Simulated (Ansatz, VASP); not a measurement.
One calculation of LiMgCl, two programs

```
Li Mg Cl
1.0
     5.15683    0.00000    0.00000
    -2.57841    4.46594    0.00000
     0.00000    0.00000    6.20426
Li Mg Cl
2 2 2
Cartesian
  0.0000 2.9773 5.9859
  2.5784 1.4886 2.8837
  0.0000 0.0000 1.1529
  0.0000 0.0000 4.2551
  2.5784 1.4886 0.6165
  0.0000 2.9773 3.7187
```

Alike in both runs: functional PBE; k mesh 6 × 6 × 4; occupations gaussian, width 0.1 eV; no spin polarisation.

Ansatz relaxed the structure, and its values are those at the end. VASP's run is a single point on that final structure, the one shown.

|  | VASP | Ansatz |
| --- | --- | --- |
| version | VASP 6.6.1 | Ansatz 0.2.0 |
| potentials or method | VASP PAW PBE potentials, release 64 (Li_sv, Mg, Cl), cutoff 520 eV | scalar-relativistic, plane waves, PAW |
| valence electrons in the cell | 24 | 40 |

```csv
,VASP,Ansatz,Ansatz less VASP
gap on the k mesh at the Fermi level (eV),0.07,0.07,-0.003
least direct gap on the mesh (eV),0.39,0.39,-0.002
rms of the force components (eV/Å),0.010,0.010,-0.0005
```

The functional is the same, so the differences come from potentials, cutoffs and numerics. VASP's potentials hold 24 valence electrons a cell and Ansatz's 40, so a difference there can come from the potentials and not from the codes.

Noted on VASP's run: the cutoff is under 1.25 times that of the potentials, so the pressure is a little rough.
